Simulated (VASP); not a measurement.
Set up this calculation in VASP 6.6.1, as the native input.

```
Task                   : single point
Functional             : LDA
Potentials or basis    : VASP PAW LDA potentials, release 64 (Na_pv, H)
Cutoff                 : 520 eV
k mesh                 : 9 × 9 × 9
Occupations            : fermi-dirac, width 0.05 eV
Spin                   : no spin polarisation
Dipole correction      : no
Further INCAR settings : ALGO = Normal; EDIFF = 1e-06; NBANDS = 11
```

The structure of NaH lies in POSCAR:

```
NaH
1.0
    0.0000000000      2.4561594113      2.4561594113
    2.4561594113      0.0000000000      2.4561594113
    2.4561594113      2.4561594113      0.0000000000
Na H
1 1
Direct
    0.0000000000      0.0000000000      0.0000000000
    0.5000000000      0.5000000000      0.5000000000
```

This cell differs from its parent crystal: volume scaled by 1.02.

One way to write it, as run:

INCAR

```
PREC = Accurate
ENCUT = 520
EDIFF = 1E-6
ISMEAR = -1
SIGMA = 0.05
LREAL = False
LASPH = True
NELM = 60
ALGO = Normal
ISIF = 2
LWAVE = False
LCHARG = False
GGA = CA
NBANDS = 11
```

KPOINTS

```
regular mesh
0
Gamma
  9 9 9
```

Potentials or basis: VASP PAW LDA potentials, release 64 (Na_pv, H).

The run is started by

```console
$ cat potpaw_LDA.64/Na_pv/POTCAR potpaw_LDA.64/H/POTCAR > POTCAR
$ mpirun -np 1 vasp_std > vasp.out
```

It gave:

The pressure is -3.0 GPa. The band gap on the k mesh is 3.63 eV, indirect (least direct gap 4.37 eV).

It took 7.4 s on 1 thread of Intel(R) Xeon(R) Platinum 8259CL CPU @ 2.50GHz (Skylake/Cascade Lake), on a shared host, peak memory 0.13 GiB.
